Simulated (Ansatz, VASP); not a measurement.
AlN in VASP and in Ansatz

```
Al N
1.0
     0.00000    2.03452    2.03452
     2.03452    0.00000    2.03452
     2.03452    2.03452    0.00000
Al N
1 1
Direct
  0.49078 0.49078 0.50922
  0.00000 0.00000 0.00000
```

Change from the starting cell: all Al atoms moved +0.037 Å, as atom 1 towards its neighbour atom 2 (N) at 2.035 Å.

Alike in both runs: task single point; functional PBEsol; k mesh 10 × 10 × 10; occupations gaussian, width 0.05 eV; no spin polarisation.

|  | VASP | Ansatz |
| --- | --- | --- |
| version | VASP 6.6.1 | Ansatz 0.2.0 |
| potentials or method | VASP PAW PBE potentials, release 64 (Al, N), cutoff 520 eV | scalar-relativistic, plane waves, PAW |
| valence electrons in the cell | 8 | 8 |

Ansatz gave:

* gap on the k mesh at the Fermi level (eV): 4.38
* least direct gap on the mesh (eV): 5.38
* pressure (GPa): -4.3
* traceless stress, the component that is largest in VASP (GPa): 0.53
* rms of the force components (eV/Å): 0.145

Task: What did VASP give for the same quantities?

Result: gap on the k mesh at the Fermi level (eV): 4.37; least direct gap on the mesh (eV): 5.40; pressure (GPa): -4.3; traceless stress, the component that is largest in VASP (GPa): 0.54; rms of the force components (eV/Å): 0.146.

VASP's potentials were made for PBE, not for PBEsol. Atom by atom the forces differ by 0.001 eV/Å (rms over components).
